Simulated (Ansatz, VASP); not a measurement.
**One calculation of InSb3, two programs**

```xyz
4
Lattice="5.0181 0.0000 0.0000 0.0000 5.0181 0.0000 0.0000 0.0000 5.0181" Properties=species:S:1:pos:R:3 pbc="T T T"
In    0.0000    0.0000    0.0000
Sb    2.5090    0.0000    2.5090
Sb    0.0000    2.5090    2.5090
Sb    2.5090    2.5090    0.0000
```

Alike in both runs: task single point; functional LDA; k mesh 10 × 10 × 10; occupations gaussian, width 0.1 eV; no spin polarisation.

```csv
,VASP,Ansatz
version,VASP 6.6.1,Ansatz 0.2.0
potentials or method,"VASP PAW LDA potentials, release 64 (In_d, Sb), cutoff 500 eV","scalar-relativistic, plane waves, PAW"
valence electrons in the cell,28,58
```

|  | VASP | Ansatz | Ansatz less VASP |
| --- | --- | --- | --- |
| gap on the k mesh at the Fermi level (eV) | none | none | - |
| pressure (GPa) | -7.9 | -7.9 | 0.00 |

LDA's correlation is that of Perdew and Zunger in VASP and of Perdew and Wang (1992) in Ansatz. A gap of «none» marks a metal or a gap that the smearing closes. VASP's potentials hold 28 valence electrons a cell and Ansatz's 58, so a difference there can come from the potentials and not from the codes.

Neither program's run includes spin-orbit coupling.
